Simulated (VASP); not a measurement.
# GaN (F-43m) in VASP: single point with HSE06

Aim: the single point of GaN with HSE06.

Program: VASP 6.6.1. These are calculated values, not measurements. Logs are shortened: lines on timing, memory, paths and dates and some standing lists are left out, and cuts for length are marked.

### Step 1. The cell of the first run

It takes space group F-43m (No. 216, cubic). Conventional cell: a = 4.498 Å, b = 4.498 Å, c = 4.498 Å, α = 90.00°, β = 90.00°, γ = 90.00°. Within 2.6 Å of Ga (site symmetry -43m) lie 4 N at 1.95 Å. Within 2.6 Å of N (site symmetry -43m) lie 4 Ga at 1.95 Å.

### Step 2. Single point, HSE06

POSCAR reads:

```
GaN
1.0
    0.0000000000      2.2489525415      2.2489525415
    2.2489525415      0.0000000000      2.2489525415
    2.2489525415      2.2489525415      0.0000000000
Ga N
1 1
Direct
    0.0000000000      0.0000000000      0.0000000000
    0.2500000000      0.2500000000      0.2500000000
```

INCAR.step1 reads:

```
PREC     = Accurate       # precision mode
ENCUT    = 520            # plane-wave cutoff, eV
EDIFF    = 1E-5           # SCF threshold, eV
ISMEAR   = 0              # smearing method
SIGMA    = 0.01           # smearing width, eV
LREAL    = F              # projectors in reciprocal space
LASPH    = T              # aspherical terms in the spheres
NELM     = 60             # most SCF steps
ALGO     = Normal         # electronic algorithm
ISIF     = 2              # what is computed and relaxed
LWAVE    = T              # write WAVECAR
LCHARG   = F              # write CHGCAR
NBANDS   = 16             # bands
GGA      = PE             # functional
```

INCAR.step2 reads:

```
PREC     = Accurate       # precision mode
ENCUT    = 520            # plane-wave cutoff, eV
EDIFF    = 1E-7           # SCF threshold, eV
ISMEAR   = 0              # smearing method
SIGMA    = 0.01           # smearing width, eV
LREAL    = F              # projectors in reciprocal space
LASPH    = T              # aspherical terms in the spheres
NELM     = 60             # most SCF steps
ALGO     = Normal         # electronic algorithm
ISIF     = 2              # what is computed and relaxed
LWAVE    = F              # write WAVECAR
LCHARG   = F              # write CHGCAR
GGA      = PE             # functional
LHFCALC  = T              # exact exchange
HFSCREEN = 0.2079         # screening, 1/A
PRECFOCK = Normal       
NBANDS   = 16             # bands
ISTART   = 1
```

KPOINTS reads:

```
regular mesh
0
Gamma
  6 6 6
```

Potentials or basis: VASP PAW PBE potentials, release 64 (Ga_d, N).

Started as:

```sh
> cat potpaw_PBE.64/Ga_d/POTCAR potpaw_PBE.64/N/POTCAR > POTCAR
> cp INCAR.step1 INCAR
> mpirun -np 1 vasp_std > vasp.out
> cp INCAR.step2 INCAR
> mpirun -np 1 vasp_std > vasp.out
```

OUTCAR:

```text
PREC = Accurate
   ENCUT = 520
   EDIFF = 1E-7
   ISMEAR = 0
   LREAL = F
   LASPH = T
   NELM = 60
   ISIF = 2
   GGA = PE
   LHFCALC = T
   HFSCREEN = 0.2079
   PRECFOCK = Normal
   ISTART = 1

 ion  position               nearest neighbor table
   1  0.000  0.000  0.000-   2 1.95   2 1.95   2 1.95   2 1.95
   2  0.250  0.250  0.250-   1 1.95   1 1.95   1 1.95   1 1.95

  LATTYP: Found a face centered cubic cell.
 ALAT       =     4.4979050830

  Lattice vectors:

 A1 = (   0.0000000000,   2.2489525415,   2.2489525415)
 A2 = (   2.2489525415,   0.0000000000,   2.2489525415)
 A3 = (   2.2489525415,   2.2489525415,   0.0000000000)

Analysis of symmetry for initial positions (statically):
=====================================================================
 Subroutine PRICEL returns:
 Original cell was already a primitive cell.

 Routine SETGRP: Setting up the symmetry group for a
 face centered cubic supercell.

 Subroutine GETGRP returns: Found 24 space group operations
 (whereof 24 operations were pure point group operations)
 out of a pool of 48 trial point group operations.

The static configuration has the point symmetry T_d .

Analysis of symmetry for dynamics (positions and initial velocities):
=====================================================================
 Subroutine PRICEL returns:
 Original cell was already a primitive cell.

 Routine SETGRP: Setting up the symmetry group for a
 face centered cubic supercell.

 Subroutine GETGRP returns: Found 24 space group operations
 (whereof 24 operations were pure point group operations)
 out of a pool of 48 trial point group operations.

The dynamic configuration has the point symmetry T_d .

 Subroutine INISYM returns: Found 24 space group operations
 (whereof 24 operations are pure point group operations),
 and found     1 'primitive' translations

----------------------------------------------------------------------------------------

                                     Primitive cell

  volume of cell :      22.7494

  direct lattice vectors                    reciprocal lattice vectors
     0.000000000  2.248952542  2.248952542    -0.222325723  0.222325723  0.222325723
     2.248952542  0.000000000  2.248952542     0.222325723 -0.222325723  0.222325723
     2.248952542  2.248952542  0.000000000     0.222325723  0.222325723 -0.222325723

  length of vectors
     3.180499185  3.180499185  3.180499185     0.385079448  0.385079448  0.385079448

  position of ions in fractional coordinates (direct lattice)
     0.000000000  0.000000000  0.000000000
     0.250000000  0.250000000  0.250000000

  ion indices of the primitive-cell ions
   primitive index   ion index
                 1           1
                 2           2

----------------------------------------------------------------------------------------

 KPOINTS: regular mesh

Automatic generation of k-mesh.
 Grid dimensions read from file:
 generate k-points for:    6    6    6

 Generating k-lattice:

  Cartesian coordinates                     Fractional coordinates (reciprocal lattice)
    -0.037054287  0.037054287  0.037054287     0.166666667  0.000000000  0.000000000
     0.037054287 -0.037054287  0.037054287     0.000000000  0.166666667  0.000000000
     0.037054287  0.037054287 -0.037054287     0.000000000  0.000000000  0.166666667

  Length of vectors
     0.064179908  0.064179908  0.064179908

  Shift w.r.t. Gamma in fractional coordinates (k-lattice)
     0.000000000  0.000000000  0.000000000

 Subroutine IBZKPT returns following result:
 ===========================================

 Found     16 irreducible k-points:

 Following reciprocal coordinates:
            Coordinates               Weight
  0.000000  0.000000  0.000000      1.000000
  0.166667  0.000000  0.000000      8.000000
  0.333333  0.000000  0.000000      8.000000
  0.500000  0.000000  0.000000      4.000000
  0.166667  0.166667  0.000000      6.000000
  0.333333  0.166667  0.000000     24.000000
[... 8 lines left out ...]
 -0.333333  0.333333  0.166667     24.000000
 -0.333333  0.500000  0.166667     12.000000
   k-points           NKPTS =     16   k-points in BZ     NKDIM =    216   number of bands    NBANDS=     16
   number of dos      NEDOS =    301   number of ions     NIONS =      2
   total plane-waves  NPLWV =  13824
   dimension x,y,z NGX =    24 NGY =   24 NGZ =   24
   dimension x,y,z NGXF=    48 NGYF=   48 NGZF=   48
   ions per type =               1   1
   NGX,Y,Z   is equivalent  to a cutoff of  12.54, 12.54, 12.54 a.u.
   NGXF,Y,Z  is equivalent  to a cutoff of  25.09, 25.09, 25.09 a.u.
 SYSTEM =  unknown system
   PREC   = accura    normal or accurate (medium, high low for compatibility)
   ISTART =      1    job   : 0-new  1-cont  2-samecut
   ICHARG =      0    charge: 1-file 2-atom 10-const
   ISPIN  =      1    spin polarized calculation?
   LNONCOLLINEAR =      F non collinear calculations
   LSORBIT =      F    spin-orbit coupling
   LASPH  =      T    aspherical Exc in radial PAW
   ENCUT  =  520.0 eV  38.22 Ry    6.18 a.u.   5.91  5.91  5.91*2*pi/ulx,y,z
   NELM   =     60;   NELMIN=  2; NELMDL=  0     # of ELM steps
   EDIFF  = 0.1E-06   stopping-criterion for ELM
   LREAL  =      F    real-space projection
   EDIFFG = 0.1E-05   stopping-criterion for IOM
   NSW    =      0    number of steps for IOM
   IBRION =     -1    ionic relax: 0-MD 1-quasi-New 2-CG
   NFREE  =      0    steps in history (QN), initial steepest desc. (CG)
   ISIF   =      2    stress and relaxation
   ISYM   =      3    0-nonsym 1-usesym 2-fastsym
   POTIM  = 0.5000    time-step for ionic-motion
   TEBEG  =    0.0;   TEEND  =   0.0 temperature during run
   PSTRESS=    0.0 pullay stress
   NELECT =      18.0000    total number of electrons
   NUPDOWN=      -1.0000    fix difference up-down
   EMIN   =  10.00;   EMAX   =-10.00  energy-range for DOS
   EFERMI =   0.00;   METHOD = LEGACY
   ISMEAR =     0;   SIGMA  =   0.01  broadening in eV -4-tet -1-fermi 0-gaus
   EFERMI_NEDOS =   21; number of points for ismear=-14 and -15
   IALGO  =     38    algorithm
   IMIX   =      1    mixing-type and parameters
     AMIX     =   0.40;   BMIX     =  1.00
     AMIX_MAG =   1.60;   BMIX_MAG =  1.00
  volume/ion in A,a.u.               =      11.37        76.76
  Fermi-wavevector in a.u.,A,eV,Ry     =   1.514173  2.861371 31.194330  2.292719
  Thomas-Fermi vector in A             =   2.623866
   LORBIT       =      0    0 simple, 1 ext, 2 COOP (PROOUT), +10 PAW based schemes
   GGA     = PE    functional components
   LHFCALC =     T    Hartree Fock is set to
   PRECFOCK=normal    Normal, Fast or Accurate (Low or Medium for compatibility)
   ENCUT4O =  -1.0   cutoff for four orbital integrals eV
   NKREDX  =     1    reduce k-point grid by
   NKREDY  =     1    reduce k-point grid by
   NKREDZ  =     1    reduce k-point grid by
   AEXX    =    0.2500 exact exchange contribution
   HFSCREEN=    0.2079 screening length (either q_TF or 0.3 A-1)
   HFSCREENC=   0.2079 screening length for correlation (either q_TF or 0.3 A-1)
   ENCUTFOCK=  -1.0 apply spherical cutoff to Coloumb kernel
   IVDW    =     0    specifies the selected vdW correction
   LEPSILON=     F    determine dielectric tensor
   LRPA    =     F    only Hartree local field effects (RPA)
 non-spin polarized calculation
 Gauss-broadening in eV      SIGMA  =   0.01
  energy-cutoff  :      520.00
  volume of cell :       22.75
 maximum number of plane-waves:       624
  NGX = 18; NGY = 18; NGZ = 18

 number of electron      18.0000009 magnetization

 Free energy of the ion-electron system (eV)
  ---------------------------------------------------
  ext. energy  EPLUGINS =         0.00000000
  ---------------------------------------------------
  free energy    TOTEN  =       -14.73833375 eV

  energy without entropy =      -14.73833375  energy(sigma->0) =      -14.73833375

 E-fermi :   4.5998     XC(G=0):  -9.5875

 val. band max:        4.5237539686   @ k =   0.0000   0.0000   0.0000
 cond. band min:       7.5453305368   @ k =   0.0000   0.0000   0.0000
 fundamental gap:      3.0215765681
 Fermi energy:         4.5998170466

 k-point     1 :       0.0000    0.0000    0.0000
  band No.  band energies     occupation
      1     -12.9681      2.00000
      2     -11.0500      2.00000
      3     -11.0500      2.00000
      4     -11.0500      2.00000
      5     -10.7280      2.00000
      6     -10.7280      2.00000
[... 8 lines left out ...]
     15      25.0622      0.00000
     16      25.0622      0.00000

 k-point     2 :       0.1667    0.0000    0.0000
  band No.  band energies     occupation
      1     -12.7158      2.00000
      2     -11.0172      2.00000
      3     -11.0172      2.00000
      4     -10.8569      2.00000
      5     -10.7297      2.00000
      6     -10.7297      2.00000
[... 8 lines left out ...]
     15      23.0197      0.00000
     16      23.0197      0.00000

 k-point     3 :       0.3333    0.0000    0.0000
  band No.  band energies     occupation
      1     -12.3994      2.00000
      2     -10.9719      2.00000
      3     -10.9719      2.00000
      4     -10.7109      2.00000
      5     -10.7109      2.00000
      6      -9.9663      2.00000
[... 8 lines left out ...]
     15      23.9471      0.00000
     16      23.9471      0.00000

 k-point     4 :       0.5000    0.0000    0.0000
  band No.  band energies     occupation
      1     -12.3333      2.00000
      2     -10.9619      2.00000
      3     -10.9619      2.00000
      4     -10.6878      2.00000
      5     -10.6878      2.00000
      6      -9.0822      2.00000
[... 8 lines left out ...]
     15      26.2276      0.00000
     16      26.2276      0.00000
[... 172 lines left out ...]
 k-point    14 :       0.5000    0.3333    0.1667
  band No.  band energies     occupation
      1     -12.2752      2.00000
      2     -10.9172      2.00000
      3     -10.8878      2.00000
      4     -10.7905      2.00000
      5     -10.6942      2.00000
      6      -9.1836      2.00000
[... 8 lines left out ...]
     15      26.3106      0.00000
     16      29.0167      0.00000

 k-point    15 :      -0.3333    0.3333    0.1667
  band No.  band energies     occupation
      1     -12.2460      2.00000
      2     -10.9265      2.00000
      3     -10.8631      2.00000
      4     -10.7587      2.00000
      5     -10.7086      2.00000
      6      -8.5058      2.00000
[... 8 lines left out ...]
     15      25.1840      0.00000
     16      29.4364      0.00000

 k-point    16 :      -0.3333    0.5000    0.1667
  band No.  band energies     occupation
      1     -12.2322      2.00000
      2     -10.9019      2.00000
      3     -10.8562      2.00000
      4     -10.7496      2.00000
      5     -10.6921      2.00000
      6      -8.3280      2.00000
[... 8 lines left out ...]
     15      27.0270      0.00000
     16      29.7476      0.00000

------------------------ aborting loop because EDIFF is reached ----------------------------------------

  FORCE on cell =-STRESS in cart. coord.  units (eV):
  Direction    XX          YY          ZZ          XY          YZ          ZX
  --------------------------------------------------------------------------------------
  -------------------------------------------------------------------------------------
  Total       -0.0188811     -0.0188811     -0.0188811      0.0000000     -0.0000000     -0.0000000
  in kB       -1.3297410     -1.3297410     -1.3297410      0.0000000     -0.0000000     -0.0000000
  external PRESSURE =      -1.3297410 kB  Pullay stress =       0.0000000 kB

 VOLUME and BASIS-vectors are now :
 -----------------------------------------------------------------------------
  energy-cutoff  :      520.00
  volume of cell :       22.75
      direct lattice vectors                 reciprocal lattice vectors
     0.000000000  2.248952542  2.248952542    -0.222325723  0.222325723  0.222325723
     2.248952542  0.000000000  2.248952542     0.222325723 -0.222325723  0.222325723
     2.248952542  2.248952542  0.000000000     0.222325723  0.222325723 -0.222325723

 POSITION                                       TOTAL-FORCE (eV/Angst)
 -----------------------------------------------------------------------------------
      0.00000      0.00000      0.00000         0.000000     -0.000000      0.000000
      1.12448      1.12448      1.12448        -0.000000      0.000000     -0.000000
 -----------------------------------------------------------------------------------
    total drift:                                0.000001     -0.000004     -0.000001

  FREE ENERGIE OF THE ION-ELECTRON SYSTEM (eV)
  ---------------------------------------------------
  free  energy   TOTEN  =       -14.7383337453 eV

  energy  without entropy=      -14.7383337453  energy(sigma->0) =      -14.73833375
```

It took 21 min on 1 thread of Intel Xeon 6975P-C (Granite Rapids), shared host; peak memory 0.25 GiB.

What came out:

- Free energy: -14.7383 eV
- Pressure: -0.1 GPa
- Band gap on the k mesh: 3.02 eV

Caveat: the PAW data sets were made with another functional, which shifts forces and pressure a little.
